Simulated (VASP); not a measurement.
# TiO2 (I4_1/amd) in VASP: further runs, part 2 of 2

VASP 6.6.1. Earlier steps stand in the parts before.

## (3) Relaxation of cell and atoms, PBEsol, target pressure 10 GPa, at which the enthalpy is minimised

File INCAR:

```
SYSTEM = TiO2
PREC     = Accurate       ! precision mode
ENCUT    = 600            ! plane-wave cutoff, eV
EDIFF    = 1E-7           ! SCF threshold, eV
ISMEAR   = 0              ! smearing method
SIGMA    = 0.01           ! smearing width, eV
LREAL    = .False.        ! projectors in reciprocal space
LASPH    = .True.         ! aspherical terms in the spheres
NELM     = 120            ! most SCF steps
ALGO     = Normal         ! electronic algorithm
ISIF     = 3              ! what is computed and relaxed
LWAVE    = .False.        ! write WAVECAR
LCHARG   = .False.        ! write CHGCAR
GGA      = PS             ! functional
IBRION   = 2              ! ionic algorithm
NSW      = 80             ! ionic steps
EDIFFG   = -0.01          ! ionic threshold
PSTRESS  = 100.0        
GGA_COMPAT= .False.      
NELMIN   = 4
```

File KPOINTS:

```
Automatic mesh
0
Gamma
  6 6 6
  0 0 0
```

File POSCAR:

```
TiO2
1.0
   -1.8921000000      1.8921000000      4.7573000000
    1.8921000000     -1.8921000000      4.7573000000
    1.8921000000      1.8921000000     -4.7573000000
Ti O
2 4
Direct
    0.0000000000      1.0000000000      0.0000000000
    0.7500000000      0.2500000000      0.5000000000
    0.2081000000      0.2081000000      0.0000000000
    0.7919000000      0.7919000000      0.0000000000
   -0.0419000000      0.4581000000      0.5000000000
    0.5419000000      1.0419000000      0.5000000000
```

Potentials or basis: VASP PAW PBE potentials, release 64 (Ti_sv, O).

Run with:

```
> cat potpaw_PBE.64/Ti_sv/POTCAR potpaw_PBE.64/O/POTCAR > POTCAR
> mpirun -np 1 vasp_std > vasp.out
```

OUTCAR:

```text
SYSTEM = TiO2
   PREC = Accurate
   ENCUT = 600
   EDIFF = 1E-7
   ISMEAR = 0
   LREAL = .False.
   LASPH = .True.
   NELM = 120
   ISIF = 3
   GGA = PS
   IBRION = 2
   NSW = 80
   EDIFFG = -0.01
   PSTRESS = 100.0
   NELMIN = 4

 ion  position               nearest neighbor table
   1  0.000  0.000  0.000-   6 1.93   5 1.93   6 1.93   5 1.93   4 1.98   3 1.98
   2  0.750  0.250  0.500-   4 1.93   3 1.93   4 1.93   3 1.93   5 1.98   6 1.98
   3  0.208  0.208  0.000-   2 1.93   2 1.93   1 1.98
   4  0.792  0.792  0.000-   2 1.93   2 1.93   1 1.98
   5  0.958  0.458  0.500-   1 1.93   1 1.93   2 1.98
   6  0.542  0.042  0.500-   1 1.93   1 1.93   2 1.98

  LATTYP: Found a body centered tetragonal cell.
 ALAT       =     3.7842000000
 C/A-ratio  =     2.5142962846

  Lattice vectors:

 A1 = (  -1.8921000000,   1.8921000000,   4.7573000000)
 A2 = (   1.8921000000,  -1.8921000000,   4.7573000000)
 A3 = (   1.8921000000,   1.8921000000,  -4.7573000000)

Analysis of symmetry for initial positions (statically):
=====================================================================
 Subroutine PRICEL returns:
 Original cell was already a primitive cell.

 Routine SETGRP: Setting up the symmetry group for a
 body centered tetragonal supercell.

 Subroutine GETGRP returns: Found 16 space group operations
 (whereof  8 operations were pure point group operations)
 out of a pool of 16 trial point group operations.
[... 296 lines left out ...]

  enthalpy is  TOTEN    =       -52.0753904356 eV   P V=        4.0702653584

[... ionic steps 4 to 10 ...]

--------------------------------------- Ionic step       11  -------------------------------------------

 number of electron      48.0000000 magnetization

------------------------ aborting loop because EDIFF is reached ----------------------------------------
[... 79 lines left out ...]
--------------------------------------- Ionic step       13  -------------------------------------------

 number of electron      48.0000000 magnetization

 Free energy of the ion-electron system (eV)
  ---------------------------------------------------
  ext. energy  EPLUGINS =         0.00000000
  ---------------------------------------------------
  free energy    TOTEN  =       -56.11945547 eV

  energy without entropy =      -56.11945547  energy(sigma->0) =      -56.11945547

 E-fermi :   3.9101     XC(G=0): -11.3293

 val. band max:        3.8448596917   @ k =   0.5000   0.5000   0.0000
 cond. band min:       5.8479364595   @ k =   0.0000   0.0000   0.0000
 fundamental gap:      2.0030767679
 Fermi energy:         3.9100998978

 k-point     1 :       0.0000    0.0000    0.0000
  band No.  band energies     occupation
      1     -52.1928      2.00000
      2     -52.1073      2.00000
      3     -28.8538      2.00000
      4     -28.5693      2.00000
      5     -28.5693      2.00000
      6     -28.4718      2.00000
[... 733 lines left out ...]
     27       7.3007      0.00000
     28       7.5743      0.00000

 [... further k-points ...]

------------------------ aborting loop because EDIFF is reached ----------------------------------------

  FORCE on cell =-STRESS in cart. coord.  units (eV):
  Direction    XX          YY          ZZ          XY          YZ          ZX
  --------------------------------------------------------------------------------------
  -------------------------------------------------------------------------------------
  Total        4.0680950      4.0680950      3.9801298      0.0000000      0.0000000      0.0000000
  in kB      101.0690471    101.0690471     98.8836122      0.0000000      0.0000000      0.0000000
  external PRESSURE =       0.3405688 kB  Pullay stress =     100.0000000 kB
[... 25 lines left out ...]
  energy  without entropy=      -56.1194554674  energy(sigma->0) =      -56.11945547

  enthalpy is  TOTEN    =       -52.0943903227 eV   P V=        4.0250651447

 reached required accuracy - stopping structural energy minimisation
```

OSZICAR:

```text
N       E                     dE             d eps       ncg     rms          rms(c)
DAV:   1     0.719477981463E+03    0.71948E+03   -0.27176E+04  1680   0.219E+03
DAV:   2     0.606608719545E+02   -0.65882E+03   -0.63983E+03  1788   0.608E+02
[... 146 lines left out ...]
DAV:   2    -0.561195151936E+02   -0.46196E-05   -0.15366E-03  1896   0.328E-01    0.537E-02
DAV:   3    -0.561194564023E+02    0.58791E-04   -0.13449E-04  2248   0.127E-01    0.213E-02
DAV:   4    -0.561194548850E+02    0.15173E-05   -0.37810E-05  2424   0.499E-02    0.777E-03
DAV:   5    -0.561194551008E+02   -0.21582E-06   -0.38337E-06  2204   0.130E-02    0.523E-03
DAV:   6    -0.561194553761E+02   -0.27530E-06   -0.95396E-07  2356   0.906E-03    0.154E-03
DAV:   7    -0.561194554674E+02   -0.91327E-07   -0.97670E-08  1032   0.302E-03
  13 F= -.52094390E+02 E0= -.52094390E+02  d E =-.698202E-04
```

CONTCAR:

```text
TiO2
   1.00000000000000
    -1.8739040448286091    1.8739040448286091    4.5912274417929018
     1.8739040448286091   -1.8739040448286091    4.5912274417929018
     1.8739040448286091    1.8739040448286091   -4.5912274417929018
  Ti              O
     2     4
Direct
     1.0000000000000000    1.0000000000000000    1.0000000000000000
     0.7500000000000000    0.2500000000000000    0.5000000000000000
     0.2129030750393809    0.2129030750393809    0.0000000000000000
     0.7870969249606192    0.7870969249606192    0.0000000000000000
     0.9629030750393808    0.4629030750393809    0.5000000000000000
     0.5370969249606192    0.0370969249606192    0.5000000000000000

  0.00000000E+00  0.00000000E+00  0.00000000E+00
  0.00000000E+00  0.00000000E+00  0.00000000E+00
  0.00000000E+00  0.00000000E+00  0.00000000E+00
  0.00000000E+00  0.00000000E+00  0.00000000E+00
  0.00000000E+00  0.00000000E+00  0.00000000E+00
  0.00000000E+00  0.00000000E+00  0.00000000E+00
```

Wall time 18 min (1 thread of AMD EPYC 9R45 (Zen 5), shared host); peak memory 0.32 GiB.

What came out:

| Quantity | Value |
| --- | --- |
| Free energy | -56.1195 eV |
| Relaxed volume | 10.75 Å³/atom |
| Relaxed cell | a = 5.301 Å, b = 5.301 Å, c = 5.301 Å, α = 138.60°, β = 138.60°, γ = 59.99° |
| Space group after relaxing (to 0.1 Å) | I4_1/amd (No. 141) |
| Energy change on relaxing (the run minimises the enthalpy) | +17.7 meV/atom |
| Ionic steps | 13 |
| Pressure after relaxing | 10.0 GPa |
| Largest force after relaxing | 0.006 eV/Å |
| Band gap on the k mesh | 2.00 eV (least direct gap 2.46 eV) |

Forces on the atoms (eV/Å):
```
Ti   0.000  0.000  0.000
Ti   0.000  0.000  0.000
O    0.000  0.000 -0.006
O    0.000  0.000  0.006
O    0.000  0.000 -0.006
O    0.000  0.000  0.006
```

The path:
```tsv
step	energy change (eV)	largest force (eV/Å)	pressure (GPa)	volume (Å³)
1	0.0000	0.0099	-0.59	68.13
2	0.5859	0.6871	29.77	60.99
3	0.0799	0.2607	9.84	65.21
4	0.0835	0.2661	10.05	65.16
5	0.0881	0.0301	10.05	64.99
6	0.0872	0.0481	10.04	65.00
7	0.0852	0.0380	9.84	64.97
8	0.0840	0.0114	9.24	64.88
9	0.1039	0.0287	8.08	64.66
10	0.0862	0.0077	8.97	64.83
11	0.1277	0.0491	11.29	64.16
12	0.1048	0.0272	10.06	64.51
13	0.1061	0.0058	10.03	64.49
```

Final structure:
```
Ti O
1.0
    -1.87390    1.87390    4.59123
     1.87390   -1.87390    4.59123
     1.87390    1.87390   -4.59123
Ti O
2 4
Direct
  0.00000 0.00000 0.00000
  0.75000 0.25000 0.50000
  0.21290 0.21290 0.00000
  0.78710 0.78710 0.00000
  0.96290 0.46290 0.50000
  0.53710 0.03710 0.50000
```

Levels at points of the mesh, in eV from the valence-band top:
```
           k point  band 22  band 23  band 24  band 25  band 26  band 27
(0.00, 0.00, 0.00)    -0.73    -0.61    -0.61     2.00     2.92     3.89
(0.50, 0.00, 0.00)    -1.13    -0.89    -0.67     3.29     3.50     3.72
(0.50, 0.50, 0.00)    -2.34     0.00     0.00     3.58     3.58     4.06
(0.50, 0.50, 0.50)    -1.38    -0.21    -0.21     2.44     2.44     3.88
```

Caveat: the cell is relaxed towards a set pressure, so the run minimises the enthalpy, not the energy; the PAW data sets were made with another functional, which shifts forces and pressure a little. PBEsol gaps usually lie below the measured ones, often by a third to a half.
